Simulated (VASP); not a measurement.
A run of VASP 6.6.1 is set up as follows.

Contents of INCAR:

```
PREC = Accurate
ENCUT = 520
EDIFF = 1E-6
ISMEAR = -1
SIGMA = 0.05
LREAL = False
LASPH = True
NELM = 60
ALGO = Normal
ISIF = 2
LWAVE = False
LCHARG = True
GGA = B5
ALDAX = 1.0
AGGAX = 1.0
AGGAC = 1.0
ALDAC = 0.0
LELF = True
LVHAR = True
NBANDS = 13
```

Contents of KPOINTS:

```
Automatic mesh
0
Gamma
  12 12 12
```

The input POSCAR:

```
Mo
1.0
   -1.6005611246      1.6005611246      1.6005611246
    1.6005611246     -1.6005611246      1.6005611246
    1.6005611246      1.6005611246     -1.6005611246
Mo
1
Direct
    0.0000000000      0.0000000000      0.0000000000
```

Potentials or basis: VASP PAW PBE potentials, release 64 (Mo_sv).

Command:

```sh
$ cat potpaw_PBE.64/Mo_sv/POTCAR > POTCAR
$ mpirun -np 1 vasp_std > vasp.out
```

Problem. Predict the pressure.

Solution. 0.9 GPa.

Problem. Estimate the band gap on the k mesh.

Solution. Zero (band 7 reaches 16.00 eV, above the bottom of band 8 at 11.03 eV).

Caveat: the PAW data sets were made with another functional, which shifts forces and pressure a little.
